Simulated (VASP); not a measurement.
Runs of VASP 6.6.1 on Ir. The structure is that of space group Fd-3m (No. 227), or close to it. The cells are those of the table. This isn't the form of Ir at room conditions, which is fcc.

```tsv
task	cell	gap on the mesh (eV)	pressure (GPa)
relaxation of cell and atoms	relaxed from a = 3.726 Å, angles 60.0°, 2 atoms	none	0.0
single point	a = 3.876 Å, angles 60.0°, 2 atoms	none	9.4
relaxation of cell and atoms	relaxed to 10 GPa from a = 3.726 Å, angles 60.0°, 2 atoms	none	10.0
single point	a = 3.939 Å, angles 60.0°, 2 atoms	none	(a)
relaxation of cell and atoms	relaxed to 20 GPa from a = 3.726 Å, angles 60.0°, 2 atoms	none	20.1
```

Alike in all rows: level PBE; potentials or basis VASP PAW PBE potentials, release 64 (Ir); no spin polarisation; k mesh 7 × 7 × 7; cutoff (eV) 500; smearing fermi-dirac 0.1 eV.

Problem. Fill in the values left out.

Solution. (a) -0.4.

Caveats: spin-orbit coupling is left out, which moves the levels of the heavy elements; the cell is relaxed towards a set pressure, so the run minimises the enthalpy, not the energy (at least some runs); the cell stands under pressure (at least some runs).

A k mesh can miss the band edges, and the runs leave out spin-orbit coupling on Ir.

A gap of «none» marks levels without a gap at the run's occupations.
